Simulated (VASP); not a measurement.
Wanted: the native input for a VASP 6.6.1 run.

```yaml
Task: single point
Functional: HF
Potentials_or_basis: VASP PAW PBE potentials, release 64 (Ga_d, P)
Cutoff: 520 eV
k_mesh: 4 × 4 × 4
Occupations: fermi-dirac, width 0.05 eV
Spin: no spin polarisation
Dipole_correction: no
Grid_for_exact_exchange_PRECFOCK: Normal
Further_INCAR_settings: ALGO = Normal; EDIFF = 1e-06; NBANDS = 16
Share_of_exact_exchange: 1
```

Crystal: GaP.

```
Ga P
1.0
     0.00000    2.77717    2.77717
     2.77717    0.00000    2.77717
     2.77717    2.77717    0.00000
Ga P
1 1
Direct
  0.00000 0.00000 0.00000
  0.75000 0.75000 0.75000
```

One way to write it, as run:

POSCAR

```
GaP
1.0
    0.0000000000      2.7771715394      2.7771715394
    2.7771715394      0.0000000000      2.7771715394
    2.7771715394      2.7771715394      0.0000000000
Ga P
1 1
Direct
    0.0000000000      0.0000000000      0.0000000000
    0.7500000000      0.7500000000      0.7500000000
```

INCAR.step1

```
ALGO     = Normal         # electronic algorithm
EDIFF    = 1E-5           # SCF threshold, eV
ENCUT    = 520            # plane-wave cutoff, eV
GGA      = PE             # functional
ISIF     = 2              # what is computed and relaxed
ISMEAR   = -1             # smearing method
LASPH    = T              # aspherical terms in the spheres
LCHARG   = F              # write CHGCAR
LREAL    = F              # projectors in reciprocal space
LWAVE    = T              # write WAVECAR
NBANDS   = 16             # bands
NELM     = 100            # most SCF steps
PREC     = Accurate       # precision mode
SIGMA    = 0.05           # smearing width, eV
```

INCAR.step2

```
AEXX     = 1.0            # exact-exchange fraction
AGGAC    = 0.0          
ALDAC    = 0.0          
ALGO     = Normal         # electronic algorithm
EDIFF    = 1E-6           # SCF threshold, eV
ENCUT    = 520            # plane-wave cutoff, eV
GGA      = PE             # functional
ISIF     = 2              # what is computed and relaxed
ISMEAR   = -1             # smearing method
ISTART   = 1            
LASPH    = T              # aspherical terms in the spheres
LCHARG   = F              # write CHGCAR
LHFCALC  = T              # exact exchange
LREAL    = F              # projectors in reciprocal space
LWAVE    = F              # write WAVECAR
NBANDS   = 16             # bands
NELM     = 100            # most SCF steps
PREC     = Accurate       # precision mode
PRECFOCK = Normal       
SIGMA    = 0.05           # smearing width, eV
```

KPOINTS

```
k-points
0
Gamma
  4 4 4
```

Potentials or basis: VASP PAW PBE potentials, release 64 (Ga_d, P).

The run is started by

```sh
$ cat potpaw_PBE.64/Ga_d/POTCAR potpaw_PBE.64/P/POTCAR > POTCAR
$ cp INCAR.step1 INCAR
$ mpirun -np 1 vasp_std > vasp.out
$ cp INCAR.step2 INCAR
$ mpirun -np 1 vasp_std > vasp.out
```

Results of the run:

```
Pressure               : -0.6 GPa
Band gap on the k mesh : 7.93 eV (least direct gap 8.80 eV)
```

Caveat: the k points lie up to 0.49 Å⁻¹ apart; the PAW data sets were made with another functional, which shifts forces and pressure a little.

It took 9.6 min on 1 thread of Intel(R) Xeon(R) Platinum 8375C CPU @ 2.90GHz (Ice Lake), on a shared host, peak memory 0.17 GiB.
